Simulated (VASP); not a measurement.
A run of VASP 6.6.1 is set up as follows.

POSCAR

```
Cs2SnI6
1.0
    0.0000000000      5.8605823040      5.8605823040
    5.8605823040      0.0000000000      5.8605823040
    5.8605823040      5.8605823040      0.0000000000
Cs Sn I
2 1 6
Direct
    0.2500000000      0.2500000000      0.2500000000
    0.7500000000      0.7500000000      0.7500000000
    0.0000000000      0.0000000000      0.0000000000
    0.2436476537      0.7563523463      0.7563523463
    0.2436476537      0.7563523463      0.2436476537
    0.7563523463      0.2436476537      0.7563523463
    0.7563523463      0.2436476537      0.2436476537
    0.7563523463      0.7563523463      0.2436476537
    0.2436476537      0.2436476537      0.7563523463
```

Contents of INCAR.step1:

```
SYSTEM = Cs2SnI6
ALGO = Normal
EDIFF = 1E-5
ENCUT = 550
GGA = PE
GGA_COMPAT = .False.
ISMEAR = 0
LASPH = .True.
LCHARG = .False.
LREAL = .False.
LWAVE = .True.
NBANDS = 47
NELM = 120
PREC = Accurate
SIGMA = 0.01
```

File INCAR.step2:

```
SYSTEM = Cs2SnI6
ALGO = Normal
EDIFF = 1E-6
ENCUT = 550
GGA_COMPAT = .False.
ISIF = 2
ISMEAR = 0
ISTART = 1
LASPH = .True.
LCHARG = .False.
LMIXTAU = .True.
LREAL = .False.
LWAVE = .False.
METAGGA = R2SCAN
NBANDS = 47
NELM = 120
PREC = Accurate
SIGMA = 0.01
```

The input KPOINTS:

```
k-points
0
Gamma
  4 4 4
  0 0 0
```

Potentials or basis: VASP PAW PBE potentials, release 64 (Cs_sv, Sn_d, I).

The run is started by

```sh
$ cat potpaw_PBE.64/Cs_sv/POTCAR potpaw_PBE.64/Sn_d/POTCAR potpaw_PBE.64/I/POTCAR > POTCAR
$ cp INCAR.step1 INCAR
$ mpirun -np 1 vasp_std > vasp.out
$ cp INCAR.step2 INCAR
$ mpirun -np 1 vasp_std > vasp.out
```

(1) What does it give for the largest force?

(2) What does it give for the band gap on the k mesh?

(3) Estimate the pressure.

## Answers

(1) 0.180 eV/Å.

(2) 0.50 eV.

(3) 0.7 GPa.

Caveat: semilocal functionals underestimate gaps, and a narrow one can read as zero; the PAW data sets were made with another functional, which shifts forces and pressure a little; spin-orbit coupling is left out, which moves the levels of the heavy elements.
